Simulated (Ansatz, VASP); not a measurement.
# Two plane-wave programs on HgTe

```xyz
2
Lattice="0.0000 3.2585 3.2585 3.2585 0.0000 3.2585 3.2585 3.2585 0.0000" Properties=species:S:1:pos:R:3 pbc="T T T"
Hg    0.0000    0.0000    0.0000
Te    1.6293    1.6293    1.6293
```

Alike in both runs: task single point; functional PBE; k mesh 12 × 12 × 12; occupations gaussian, width 0.1 eV; no spin polarisation.

|  | VASP | Ansatz |
| --- | --- | --- |
| version | VASP 6.6.1 | Ansatz 0.2.0 |
| potentials or method | VASP PAW PBE potentials, release 64 (Hg, Te), cutoff 520 eV | scalar-relativistic, plane waves, PAW |
| valence electrons in the cell | 18 | 36 |

|  | VASP | Ansatz | Ansatz less VASP |
| --- | --- | --- | --- |
| gap on the k mesh at the Fermi level (eV) | none | none | - |
| pressure (GPa) | 2.5 | 2.4 | -0.06 |

A gap of «none» marks a metal or a gap that the smearing closes. With one functional, cell and mesh, what is left measures potentials, basis and numerics. VASP's potentials hold 18 valence electrons a cell and Ansatz's 36, so a difference there can come from the potentials and not from the codes.

Spin-orbit coupling is off throughout.
